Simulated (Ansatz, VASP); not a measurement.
# Be3TeSe2: VASP beside Ansatz

```
Be Te Se
1.0
     2.02871    1.17128    7.75856
    -2.02871    1.17128    7.75856
     0.00000   -2.34256    7.75856
Be Te Se
3 1 2
Direct
  0.00000 0.50000 0.50000
  0.50000 0.00000 0.50000
  0.50000 0.50000 0.00000
  0.50000 0.50000 0.50000
  0.06702 0.06702 0.06702
  0.93298 0.93298 0.93298
```

Change from the starting cell: species swapped into the Nd2PdRu3 type (R-3m, No. 166).

Alike in both runs: functional PBE; k mesh 12 × 12 × 12; occupations gaussian, width 0.1 eV; no spin polarisation.

Ansatz relaxed the structure, and its values are those at the end. VASP's run is a single point on that final structure, the one shown.

```csv
,VASP,Ansatz
version,VASP 6.6.1,Ansatz 0.2.0
potentials or method,"VASP PAW PBE potentials, release 64 (Be, Te, Se), cutoff 520 eV","scalar-relativistic, plane waves, PAW"
valence electrons in the cell,24,54
```

|  | VASP | Ansatz | Ansatz less VASP |
| --- | --- | --- | --- |
| gap on the k mesh at the Fermi level (eV) | none | none | - |
| pressure (GPa) | 0.0 | 0.0 | -0.04 |

A gap of «none» marks a metal or a gap that the smearing closes. VASP's potentials hold 24 valence electrons a cell and Ansatz's 54, so a difference there can come from the potentials and not from the codes.

Neither program's run includes spin-orbit coupling.
